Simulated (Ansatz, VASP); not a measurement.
**GaP in VASP and in Ansatz**

```
Ga P
1.0
     0.00000    2.69573    2.69573
     2.69573    0.00000    2.69573
     2.69573    2.69573    0.00000
Ga P
1 1
Direct
  0.00000 0.00000 0.00000
  0.25000 0.25000 0.25000
```

Alike in both runs: functional LDA; k mesh 10 × 10 × 10; occupations gaussian, width 0.02 eV; no spin polarisation.

Ansatz relaxed the structure, and its values are those at the end. VASP's run is a single point on that final structure, the one shown.

|  | VASP | Ansatz |
| --- | --- | --- |
| version | VASP 6.6.1 | Ansatz 0.2.0 |
| potentials or method | VASP PAW LDA potentials, release 64 (Ga_d, P), cutoff 500 eV | scalar-relativistic, plane waves, PAW |
| valence electrons in the cell | 18 | 18 |

VASP gave:

| Quantity | Value |
| --- | --- |
| gap on the k mesh at the Fermi level (eV) | 1.40 |
| least direct gap on the mesh (eV) | 1.91 |
| pressure (GPa) | 0.1 |

Question: What did Ansatz give for the same quantities?

Answer: gap on the k mesh at the Fermi level (eV): 1.40; least direct gap on the mesh (eV): 1.88; pressure (GPa): 0.0.

Ansatz warns that its potentials were made for another functional, while VASP's fit it. LDA's correlation is that of Perdew and Zunger in VASP and of Perdew and Wang (1992) in Ansatz.
